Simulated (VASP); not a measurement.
# Bi (R-3m) in VASP: a series of runs

The runs below take Bi through single point, with LDA.

Program: VASP 6.6.1. These are calculated values, not measurements. Logs are shortened: lines on timing, memory, paths and dates and some standing lists are left out, and cuts for length are marked.

## (1) The cell of the first run

Symmetry: R-3m, No. 166, trigonal system. The conventional cell has a = 4.546 Å, b = 4.546 Å, c = 11.506 Å, α = 90.00°, β = 90.00°, γ = 120.00°. Bi (site symmetry 3m) has 6 Bi at 3.05 to 3.48 Å within 4.0 Å.

## (2) Single point, LDA (zz strain of -3 %)

The input, INCAR:

```
SYSTEM = Bi
ALGO = Normal ; EDIFF = 1E-6
ENCUT = 520 ; ISIF = 2
ISMEAR = -1 ; LASPH = .TRUE.
LCHARG = .FALSE. ; LREAL = .FALSE.
LWAVE = .FALSE. ; NBANDS = 22
NELM = 80 ; PREC = Accurate
SIGMA = 0.03
```

The input, KPOINTS:

```
k-points
0
G
  11 11 11
  0 0 0
```

The input, POSCAR:

```
Bi
1.0
    2.2729996784      1.3123169762      3.8353800000
   -2.2729996784      1.3123169762      3.8353800000
    0.0000000000     -2.6246339523      3.8353800000
Bi
2
Direct
    0.2338900000      0.2338900000      0.2338900000
    0.7661100000      0.7661100000      0.7661100000
```

Potentials or basis: VASP PAW LDA potentials, release 64 (Bi_d).

Launch:

```sh
$ cat potpaw_LDA.64/Bi_d/POTCAR > POTCAR
$ mpirun -np 1 vasp_std > vasp.out
```

OUTCAR:

```text
SYSTEM = Bi
   EDIFF = 1E-6
   ENCUT = 520
   ISIF = 2
   ISMEAR = -1
   LASPH = .TRUE.
   LREAL = .FALSE.
   NELM = 80
   PREC = Accurate

 ion  position               nearest neighbor table
   1  0.234  0.234  0.234-   2 3.05   2 3.05   2 3.05   2 3.48   2 3.48   2 3.48
   2  0.766  0.766  0.766-   1 3.05   1 3.05   1 3.05   1 3.48   1 3.48   1 3.48

  LATTYP: Found a trigonal (rhomboedric) cell.
 ALAT       =     4.6474555542
 COS(alpha) =     0.5215921976

  Lattice vectors:

 A1 = (   2.2729996784,   1.3123169762,   3.8353800000)
 A2 = (  -2.2729996784,   1.3123169762,   3.8353800000)
 A3 = (   0.0000000000,  -2.6246339523,   3.8353800000)

Analysis of symmetry for initial positions (statically):
=====================================================================
 Subroutine PRICEL returns:
 Original cell was already a primitive cell.

 Routine SETGRP: Setting up the symmetry group for a
 trigonal (rhombohedral) supercell.

 Subroutine GETGRP returns: Found 12 space group operations
 (whereof 12 operations were pure point group operations)
 out of a pool of 12 trial point group operations.

The static configuration has the point symmetry D_3d.

Analysis of symmetry for dynamics (positions and initial velocities):
=====================================================================
 Subroutine PRICEL returns:
 Original cell was already a primitive cell.

 Routine SETGRP: Setting up the symmetry group for a
 trigonal (rhombohedral) supercell.

 Subroutine GETGRP returns: Found 12 space group operations
 (whereof 12 operations were pure point group operations)
 out of a pool of 12 trial point group operations.

The dynamic configuration has the point symmetry D_3d.

 Subroutine INISYM returns: Found 12 space group operations
 (whereof 12 operations are pure point group operations),
 and found     1 'primitive' translations

----------------------------------------------------------------------------------------

                                     Primitive cell

  volume of cell :      68.6432

  direct lattice vectors                    reciprocal lattice vectors
     2.272999678  1.312316976  3.835380000     0.219973634  0.127001837  0.086910119
    -2.272999678  1.312316976  3.835380000    -0.219973634  0.127001837  0.086910119
     0.000000000 -2.624633952  3.835380000     0.000000000 -0.254003674  0.086910119

  length of vectors
     4.647455554  4.647455554  4.647455554     0.268460863  0.268460863  0.268460863

  position of ions in fractional coordinates (direct lattice)
     0.233890000  0.233890000  0.233890000
     0.766110000  0.766110000  0.766110000

  ion indices of the primitive-cell ions
   primitive index   ion index
                 1           1
                 2           2

----------------------------------------------------------------------------------------

 KPOINTS: k-points

Automatic generation of k-mesh.
 Grid dimensions read from file:
 generate k-points for:   11   11   11

 Generating k-lattice:

  Cartesian coordinates                     Fractional coordinates (reciprocal lattice)
     0.019997603  0.011545622  0.007900920     0.090909091  0.000000000  0.000000000
    -0.019997603  0.011545622  0.007900920     0.000000000  0.090909091  0.000000000
     0.000000000 -0.023091243  0.007900920     0.000000000  0.000000000  0.090909091

  Length of vectors
     0.024405533  0.024405533  0.024405533

  Shift w.r.t. Gamma in fractional coordinates (k-lattice)
     0.000000000  0.000000000  0.000000000

 Subroutine IBZKPT returns following result:
 ===========================================

 Found    146 irreducible k-points:

 Following reciprocal coordinates:
            Coordinates               Weight
  0.000000  0.000000  0.000000      1.000000
  0.090909 -0.000000 -0.000000      6.000000
  0.181818 -0.000000 -0.000000      6.000000
  0.272727  0.000000  0.000000      6.000000
  0.363636  0.000000  0.000000      6.000000
  0.454545  0.000000  0.000000      6.000000
[... 16 lines left out ...]
 -0.272727  0.181818 -0.000000     12.000000
 -0.181818  0.181818  0.000000      6.000000
 [... further k-points ...]
   k-points           NKPTS =    146   k-points in BZ     NKDIM =    146   number of bands    NBANDS=     22
   number of dos      NEDOS =    301   number of ions     NIONS =      2
   total plane-waves  NPLWV =  46656
   dimension x,y,z NGX =    36 NGY =   36 NGZ =   36
   dimension x,y,z NGXF=    72 NGYF=   72 NGZF=   72
   ions per type =               2
   NGX,Y,Z   is equivalent  to a cutoff of  12.88, 12.88, 12.88 a.u.
   NGXF,Y,Z  is equivalent  to a cutoff of  25.76, 25.76, 25.76 a.u.
 SYSTEM =  Bi
   PREC   = accura    normal or accurate (medium, high low for compatibility)
   ISTART =      0    job   : 0-new  1-cont  2-samecut
   ICHARG =      2    charge: 1-file 2-atom 10-const
   ISPIN  =      1    spin polarized calculation?
   LNONCOLLINEAR =      F non collinear calculations
   LSORBIT =      F    spin-orbit coupling
   LASPH  =      T    aspherical Exc in radial PAW
   ENCUT  =  520.0 eV  38.22 Ry    6.18 a.u.   8.64  8.64  8.64*2*pi/ulx,y,z
   NELM   =     80;   NELMIN=  2; NELMDL= -5     # of ELM steps
   EDIFF  = 0.1E-05   stopping-criterion for ELM
   LREAL  =      F    real-space projection
   EDIFFG = 0.1E-04   stopping-criterion for IOM
   NSW    =      0    number of steps for IOM
   IBRION =     -1    ionic relax: 0-MD 1-quasi-New 2-CG
   NFREE  =      0    steps in history (QN), initial steepest desc. (CG)
   ISIF   =      2    stress and relaxation
   ISYM   =      2    0-nonsym 1-usesym 2-fastsym
   POTIM  = 0.5000    time-step for ionic-motion
   TEBEG  =    0.0;   TEEND  =   0.0 temperature during run
   PSTRESS=    0.0 pullay stress
   NELECT =      30.0000    total number of electrons
   NUPDOWN=      -1.0000    fix difference up-down
   EMIN   =  10.00;   EMAX   =-10.00  energy-range for DOS
   EFERMI =   0.00;   METHOD = LEGACY
   ISMEAR =    -1;   SIGMA  =   0.03  broadening in eV -4-tet -1-fermi 0-gaus
   EFERMI_NEDOS =   21; number of points for ismear=-14 and -15
   IALGO  =     38    algorithm
   IMIX   =      4    mixing-type and parameters
     AMIX     =   0.40;   BMIX     =  1.00
     AMIX_MAG =   1.60;   BMIX_MAG =  1.00
  volume/ion in A,a.u.               =      34.32       231.61
  Fermi-wavevector in a.u.,A,eV,Ry     =   1.242365  2.347730 21.000206  1.543472
  Thomas-Fermi vector in A             =   2.376723
   LORBIT       =      0    0 simple, 1 ext, 2 COOP (PROOUT), +10 PAW based schemes
   GGA     = CA    functional components
   LHFCALC =     F    Hartree Fock is set to
   AEXX    =    0.0000 exact exchange contribution
   IVDW    =     0    specifies the selected vdW correction
   LEPSILON=     F    determine dielectric tensor
   LRPA    =     F    only Hartree local field effects (RPA)
 non-spin polarized calculation
  energy-cutoff  :      520.00
  volume of cell :       68.64
 maximum number of plane-waves:      1874
   NGX = 17   NGY = 17   NGZ = 17

 number of electron      29.9999999 magnetization

 Free energy of the ion-electron system (eV)
  ---------------------------------------------------
  ext. energy  EPLUGINS =         0.00000000
  ---------------------------------------------------
  free energy    TOTEN  =        -9.11537212 eV

  energy without entropy =       -9.11480174  energy(sigma->0) =       -9.11508693

 E-fermi :   6.3172     XC(G=0):  -9.9139

 val. band max:        6.2892332017   @ k =   0.4545   0.0000   0.0000
 cond. band min:       6.3200703638   @ k =   0.2727   0.2727   0.1818
 fundamental gap:      0.0308371621
 Fermi energy:         6.3172168915

 k-point     1 :       0.0000    0.0000    0.0000
  band No.  band energies     occupation
      1     -16.5511      2.00000
      2     -16.5511      2.00000
      3     -16.3876      2.00000
      4     -16.3876      2.00000
      5     -16.3628      2.00000
      6     -16.1858      2.00000
[... 14 lines left out ...]
     21      12.1578      0.00000
     22      12.5975      0.00000

 k-point     2 :       0.0909   -0.0000   -0.0000
  band No.  band energies     occupation
      1     -16.5445      2.00000
      2     -16.5429      2.00000
      3     -16.3844      2.00000
      4     -16.3825      2.00000
      5     -16.3585      2.00000
      6     -16.1901      2.00000
[... 14 lines left out ...]
     21      12.1380      0.00000
     22      13.2695      0.00000

 k-point     3 :       0.1818   -0.0000   -0.0000
  band No.  band energies     occupation
      1     -16.5258      2.00000
      2     -16.5191      2.00000
      3     -16.3756      2.00000
      4     -16.3677      2.00000
      5     -16.3454      2.00000
      6     -16.2043      2.00000
[... 14 lines left out ...]
     21      12.4781      0.00000
     22      14.6445      0.00000

 k-point     4 :       0.2727    0.0000    0.0000
  band No.  band energies     occupation
      1     -16.4982      2.00000
      2     -16.4816      2.00000
      3     -16.3638      2.00000
      4     -16.3451      2.00000
      5     -16.3242      2.00000
      6     -16.2293      2.00000
[... 14 lines left out ...]
     21      13.1458      0.00000
     22      16.2109      0.00000

 k-point     5 :       0.3636    0.0000    0.0000
  band No.  band energies     occupation
      1     -16.4678      2.00000
      2     -16.4343      2.00000
      3     -16.3522      2.00000
      4     -16.3181      2.00000
      5     -16.3000      2.00000
      6     -16.2606      2.00000
[... 417 lines left out ...]
 k-point    22 :      -0.3636    0.1818    0.0000
  band No.  band energies     occupation
      1     -16.4802      2.00000
      2     -16.3519      2.00000
      3     -16.3439      2.00000
      4     -16.3335      2.00000
      5     -16.2972      2.00000
      6     -16.2687      2.00000
[... 14 lines left out ...]
     21      14.0040      0.00000
     22      16.6157      0.00000

 k-point    23 :      -0.2727    0.1818   -0.0000
  band No.  band energies     occupation
      1     -16.4997      2.00000
      2     -16.3938      2.00000
      3     -16.3499      2.00000
      4     -16.3313      2.00000
      5     -16.2955      2.00000
      6     -16.2691      2.00000
[... 14 lines left out ...]
     21      15.1729      0.00000
     22      15.7708      0.00000

 k-point    24 :      -0.1818    0.1818    0.0000
  band No.  band energies     occupation
      1     -16.5172      2.00000
      2     -16.4426      2.00000
      3     -16.3617      2.00000
      4     -16.3493      2.00000
      5     -16.3001      2.00000
      6     -16.2568      2.00000
[... 14 lines left out ...]
     21      14.4316      0.00000
     22      14.7119      0.00000

 [... further k-points ...]

------------------------ aborting loop because EDIFF is reached ----------------------------------------

  FORCE on cell =-STRESS in cart. coord.  units (eV):
  Direction    XX          YY          ZZ          XY          YZ          ZX
  --------------------------------------------------------------------------------------
  -------------------------------------------------------------------------------------
  Total       -0.3262088     -0.3262088      0.0262221      0.0000000      0.0000000      0.0000000
  in kB       -7.6139236     -7.6139236      0.6120406      0.0000000      0.0000000      0.0000000
  external PRESSURE =      -4.8719355 kB  Pullay stress =       0.0000000 kB

 VOLUME and BASIS-vectors are now :
 -----------------------------------------------------------------------------
  energy-cutoff  :      520.00
  volume of cell :       68.64
      direct lattice vectors                 reciprocal lattice vectors
     2.272999678  1.312316976  3.835380000     0.219973634  0.127001837  0.086910119
    -2.272999678  1.312316976  3.835380000    -0.219973634  0.127001837  0.086910119
     0.000000000 -2.624633952  3.835380000     0.000000000 -0.254003674  0.086910119

 POSITION                                       TOTAL-FORCE (eV/Angst)
 -----------------------------------------------------------------------------------
      0.00000      0.00000      2.69117         0.000000      0.000000      0.238932
      0.00000      0.00000      8.81497         0.000000     -0.000000     -0.238932
 -----------------------------------------------------------------------------------
    total drift:                                0.000000     -0.000000      0.000000

  FREE ENERGIE OF THE ION-ELECTRON SYSTEM (eV)
  ---------------------------------------------------
  free  energy   TOTEN  =        -9.1153721215 eV

  energy  without entropy=       -9.1148017449  energy(sigma->0) =       -9.11508693
```

Wall time 5.4 min (1 thread of Intel Xeon 8259CL, shared host); peak memory 0.29 GiB.

What came out:

```
Free energy            : -9.1154 eV
Pressure               : -0.5 GPa
Largest force          : 0.239 eV/Å
Band gap on the k mesh : zero (bands 15 and 16 overlap by 0.03 eV)
```

Forces on the atoms (eV/Å):
```
Bi   0.000  0.000  0.239
Bi   0.000  0.000 -0.239
```

Stress tensor (GPa, compression positive):
```
-0.76  0.00  0.00
 0.00 -0.76  0.00
 0.00  0.00  0.06
```

Caveat: the cell differs from its parent crystal (zz strain of -3 %); spin-orbit coupling is left out, which moves the levels of the heavy elements.

## (3) Single point, LDA (zz strain of -1 %)

The input, INCAR:

```
ALGO = Normal
EDIFF = 1E-6
ENCUT = 520
GGA = CA
ISIF = 2
ISMEAR = -1
LASPH = True
LCHARG = True
LELF = True
LREAL = False
LVHAR = True
LWAVE = False
NBANDS = 22
NELM = 60
PREC = Accurate
SIGMA = 0.03
```

The input, KPOINTS:

```
k-points
0
Gamma
  11 11 11
```

The input, POSCAR:

```
Bi
1.0
    2.2729996784      1.3123169762      3.9144600000
   -2.2729996784      1.3123169762      3.9144600000
    0.0000000000     -2.6246339523      3.9144600000
Bi
2
Direct
    0.2338900000      0.2338900000      0.2338900000
    0.7661100000      0.7661100000      0.7661100000
```

Potentials or basis: VASP PAW LDA potentials, release 64 (Bi_d).

Launch:

```sh
$ cat potpaw_LDA.64/Bi_d/POTCAR > POTCAR
$ mpirun -np 1 vasp_std > vasp.out
```

Wall time 4.8 min (1 thread of Intel Xeon 8259CL, shared host); peak memory 0.3 GiB.

It converged, with:

```
Free energy            : -9.1112 eV
Pressure               : -1.4 GPa
Largest force          : 0.122 eV/Å
Band gap on the k mesh : zero (bands 15 and 16 overlap by 0.05 eV)
```

Forces on the atoms (eV/Å):
```
Bi   0.000  0.000  0.122
Bi   0.000  0.000 -0.122
```

Stress tensor (GPa, compression positive):
```
-1.48  0.00  0.00
 0.00 -1.48  0.00
 0.00  0.00 -1.12
```

Levels at points of the mesh, in eV from the Fermi level:
```tsv
k point	band 13	band 14	band 15	band 16	band 17	band 18
(0.00, 0.00, 0.00)	-1.39	-1.22	-1.22	2.52	3.00	3.00
```

Caveat: the cell differs from its parent crystal (zz strain of -1 %); spin-orbit coupling is left out, which moves the levels of the heavy elements.

The gap in the log of VASP goes by the Fermi energy; the results here count the filled bands.